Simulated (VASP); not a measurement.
Here is a VASP 6.6.1 calculation.

File POSCAR:

```
Ca
1.0
    0.0000000000      2.7835023068      2.7835023068
    2.7835023068      0.0000000000      2.7835023068
    2.7835023068      2.7835023068      0.0000000000
Ca
1
Direct
    0.0000000000      0.0000000000      0.0000000000
```

The input INCAR.step1:

```
ALGO     = Normal         # electronic algorithm
EDIFF    = 1E-4           # SCF threshold, eV
ENCUT    = 520            # plane-wave cutoff, eV
GGA      = PE             # functional
ISMEAR   = 0              # smearing method
LASPH    = True           # aspherical terms in the spheres
LCHARG   = False          # write CHGCAR
LREAL    = False          # projectors in reciprocal space
LWAVE    = True           # write WAVECAR
NBANDS   = 11             # bands
NELM     = 60             # most SCF steps
PREC     = Accurate       # precision mode
SIGMA    = 0.1            # smearing width, eV
```

The input INCAR.step2:

```
ALGO     = Normal         # electronic algorithm
EDIFF    = 1E-6           # SCF threshold, eV
ENCUT    = 520            # plane-wave cutoff, eV
ISIF     = 2              # what is computed and relaxed
ISMEAR   = 0              # smearing method
ISTART   = 1            
LASPH    = True           # aspherical terms in the spheres
LCHARG   = True           # write CHGCAR
LELF     = True           # ELF
LMIXTAU  = True         
LREAL    = False          # projectors in reciprocal space
LVHAR    = True         
LWAVE    = False          # write WAVECAR
METAGGA  = R2SCAN         # meta-GGA
NBANDS   = 11             # bands
NELM     = 60             # most SCF steps
PREC     = Accurate       # precision mode
SIGMA    = 0.1            # smearing width, eV
```

The input KPOINTS:

```
k-points
0
Gamma
  10 10 10
```

Potentials or basis: VASP PAW PBE potentials, release 64 (Ca_sv).

The run is started by

```bash
$ cat potpaw_PBE.64/Ca_sv/POTCAR > POTCAR
$ cp INCAR.step1 INCAR
$ mpirun -np 1 vasp_std > vasp.out
$ cp INCAR.step2 INCAR
$ mpirun -np 1 vasp_std > vasp.out
```

(1) Estimate the pressure.

(2) What does it give for the band gap on the k mesh?

Answers

(1) 0.0 GPa.

(2) zero (bands 5 and 6 overlap by 0.48 eV).

Caveat: the PAW data sets were made with another functional, which shifts forces and pressure a little.
